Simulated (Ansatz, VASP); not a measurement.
**CrCu4NiSn2: VASP beside Ansatz**

The input INCAR:

```
SYSTEM = CrCu4NiSn2
PREC = Accurate ; ENCUT = 520
EDIFF = 1E-6 ; ISMEAR = -1
SIGMA = 0.05 ; LREAL = .False.
LASPH = .True. ; NELM = 150
ALGO = Fast ; ISIF = 2
LWAVE = .False. ; LCHARG = .False.
ISPIN = 2 ; MAGMOM = 0 0 0.6 0.6 0.6 0.6 1 3
LORBIT = 11 ; LMAXMIX = 4
GGA = PE ; NBANDS = 61
KPAR = 4
```

File KPOINTS:

```
Automatic mesh
0
Gamma
  7 7 7
  0 0 0
```

POSCAR

```
CrCu4NiSn2
1.0
    2.1955770829      1.2676170198      7.1303701412
   -2.1955770829      1.2676170198      7.1303701412
    0.0000000000     -2.5352340396      7.1303701412
Sn Cu Ni Cr
2 4 1 1
Direct
    0.7504420000      0.7504420000      0.7504420000
    0.2495580000      0.2495580000      0.2495580000
    0.8739180000      0.8739180000      0.8739180000
    0.3763620000      0.3763620000      0.3763620000
    0.1260820000      0.1260820000      0.1260820000
    0.6236380000      0.6236380000      0.6236380000
    0.5000000000      0.5000000000      0.5000000000
    0.0000000000      0.0000000000      0.0000000000
```

input.yaml

```yaml
crystal:
  lattice:
    - [2.1955770829, 1.2676170198, 7.1303701412]
    - [-2.1955770829, 1.2676170198, 7.1303701412]
    - [0.0, -2.5352340396, 7.1303701412]
  atoms:
    - { symbol: Sn, position: [0.750442, 0.750442, 0.750442] }
    - { symbol: Sn, position: [0.249558, 0.249558, 0.249558] }
    - { symbol: Cu, position: [0.873918, 0.873918, 0.873918], spin: 0.6 }
    - { symbol: Cu, position: [0.376362, 0.376362, 0.376362], spin: 0.6 }
    - { symbol: Cu, position: [0.126082, 0.126082, 0.126082], spin: 0.6 }
    - { symbol: Cu, position: [0.623638, 0.623638, 0.623638], spin: 0.6 }
    - { symbol: Ni, position: [0.5, 0.5, 0.5], spin: 1.0 }
    - { symbol: Cr, position: [0.0, 0.0, 0.0], spin: 3.0 }
hamiltonian:
  xc: pbe
  pseudopotentials: { kind: paw }
magnetization:
  spin_polarized: true
kpoints:
  mp_grid: { grid: [7, 7, 7] }
scf:
  occupations: { method: fermi_dirac, width: 0.05 }
output:
  forces: true
  stress: true
  eigenvalues: true
```

Alike in both runs: task single point; functional PBE; k mesh 7 × 7 × 7; occupations fermi-dirac, width 0.05 eV; collinear spin.

|  | VASP | Ansatz |
| --- | --- | --- |
| version | VASP 6.6.1 | Ansatz 0.2.0 |
| potentials or method | VASP PAW PBE potentials, release 64 (Sn_d, Cu, Ni, Cr_pv) | Ansatz PAW |
| plane-wave cutoff (eV) | 520 | 420 |
| valence electrons in the cell | 94 | 136 |

|  | VASP | Ansatz | Ansatz less VASP |
| --- | --- | --- | --- |
| gap on the k mesh at the Fermi level (eV) | none | none | - |
| pressure (GPa) | -1.3 | -1.5 | -0.19 |
| rms of the force components (eV/Å) | 0.051 | 0.051 | -0.0003 |
| net moment per atom (μB) | 0.47 | 0.46 | -0.001 |
| size of the moment on the site where the two differ most (μB) | 3.41 | 3.33 | -0.088 |

Site moments also hang on the region over which each program counts them. Atom by atom the forces differ by 0.001 eV/Å (rms over components). A gap of «none» marks a metal or a gap that the smearing closes. VASP's potentials hold 94 valence electrons a cell and Ansatz's 136, so a difference there can come from the potentials and not from the codes.
